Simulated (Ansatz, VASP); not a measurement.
NaH in VASP and in Ansatz

File INCAR:

```
SYSTEM = NaH
ALGO     = Normal         ! electronic algorithm
EDIFF    = 1E-7           ! SCF threshold, eV
ENCUT    = 520            ! plane-wave cutoff, eV
GGA      = PS             ! functional
ISIF     = 2              ! what is computed and relaxed
ISMEAR   = 0              ! smearing method
LASPH    = .True.         ! aspherical terms in the spheres
LCHARG   = .False.        ! write CHGCAR
LREAL    = .False.        ! projectors in reciprocal space
LWAVE    = .False.        ! write WAVECAR
NBANDS   = 11             ! bands
NELM     = 60             ! most SCF steps
PREC     = Accurate       ! precision mode
SIGMA    = 0.01           ! smearing width, eV
```

File KPOINTS:

```
k-points
0
Gamma
  8 8 8
  0 0 0
```

POSCAR

```
NaH
1.0
    0.0000000000      2.3956768562      2.3956768562
    2.3956768562      0.0000000000      2.3956768562
    2.3956768562      2.3956768562      0.0000000000
Na H
1 1
Direct
    0.0020870928      0.0020870928      0.0020870928
    0.5000000000      0.5000000000      0.5000000000
```

Input for Ansatz:

```yaml
crystal:
  lattice:
    - [0.0, 2.39567685621, 2.39567685621]
    - [2.39567685621, 0.0, 2.39567685621]
    - [2.39567685621, 2.39567685621, 0.0]
  atoms:
    - { symbol: Na, position: [0.002087092834, 0.002087092834, 0.002087092834] }
    - { symbol: H, position: [0.5, 0.5, 0.5] }
kpoints:
  mp_grid: { grid: [8, 8, 8] }
scf:
  occupations: { method: fixed }
  convergence: { dr2_threshold: 1.0e-10 }
hamiltonian:
  xc: pbesol
  pseudopotentials: { kind: all_electron, lapw: { basis_error: 0.0005 } }
output:
  forces: true
  stress: true
  eigenstates:
    kpoints:
      - [0.0, 0.0, 0.0]
      - [0.0, -0.5, 0.0]
      - [-0.5, 0.0, 0.0]
      - [0.0, 0.0, -0.5]
      - [-0.5, -0.5, -0.5]
      - [-0.25, -0.5, -0.75]
      - [-0.5, -0.25, -0.75]
      - [-0.25, -0.75, -0.5]
      - [-0.5, 0.0, -0.5]
      - [0.0, -0.5, -0.5]
      - [-0.5, -0.5, 0.0]
  eigenvalues: true
```

Change from the starting cell: atom 1 moved by [0.01, 0.01, 0.01] A.

Alike in both runs: task single point; functional PBEsol; k mesh 8 × 8 × 8; no spin polarisation.

|  | VASP | Ansatz |
| --- | --- | --- |
| version | VASP 6.6.1 | Ansatz 0.2.0 |
| potentials or method | VASP PAW PBE potentials, release 64 (Na_pv, H), cutoff 520 eV | all-electron LAPW, scalar-relativistic |
| occupations | gaussian, width 0.01 eV | fixed |

```tsv
	VASP	Ansatz	Ansatz less VASP
gap on the k mesh at the Fermi level (eV)	3.60	3.61	+0.003
pressure (GPa)	0.0	0.0	0.00
rms of the force components (eV/Å)	0.010	0.010	0.0000
```

VASP's potentials were made for PBE, not for PBEsol. Atom by atom the forces differ by 0.000 eV/Å (rms over components). Ansatz ran all-electron here, and VASP with PAW potentials.
